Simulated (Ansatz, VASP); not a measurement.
**One calculation of AlN, two programs**

```
Al N
1.0
    -3.10667    0.00000    0.00000
     0.00000    0.00000   -4.97840
     0.00000   -5.38090    0.00000
Al N
4 4
Direct
  0.48391 0.99831 0.16667
  0.98391 0.99831 0.66667
  0.01609 0.49831 0.33333
  0.51609 0.49831 0.83333
  0.51413 0.61669 0.16667
  0.01413 0.61669 0.66667
  0.98587 0.11669 0.33333
  0.48587 0.11669 0.83333
```

Change from the starting cell: mode 5 (249.4 1/cm) frozen in, largest displacement +0.050 Å.

Alike in both runs: task single point; functional r2SCAN; k mesh 8 × 6 × 4; occupations gaussian, width 0.05 eV; no spin polarisation.

```csv
,VASP,Ansatz
version,VASP 6.6.1,Ansatz 0.2.0
potentials or method,"VASP PAW PBE potentials, release 64 (Al, N), cutoff 520 eV","scalar-relativistic, plane waves, PAW"
valence electrons in the cell,32,32
```

|  | VASP | Ansatz | Ansatz less VASP |
| --- | --- | --- | --- |
| gap on the k mesh at the Fermi level (eV) | 4.89 | 4.85 | -0.040 |
| least direct gap on the mesh (eV) | 4.89 | 4.85 | -0.040 |
| pressure (GPa) | -0.5 | -0.1 | +0.41 |
| traceless stress, the component that is largest in VASP (GPa) | 0.18 | 0.18 | -0.001 |
| rms of the force components (eV/Å) | 0.140 | 0.139 | -0.0007 |

VASP's potentials were made for PBE, not for r2SCAN. Atom by atom the forces differ by 0.001 eV/Å (rms over components). The functional is the same, so the differences come from potentials, cutoffs and numerics.
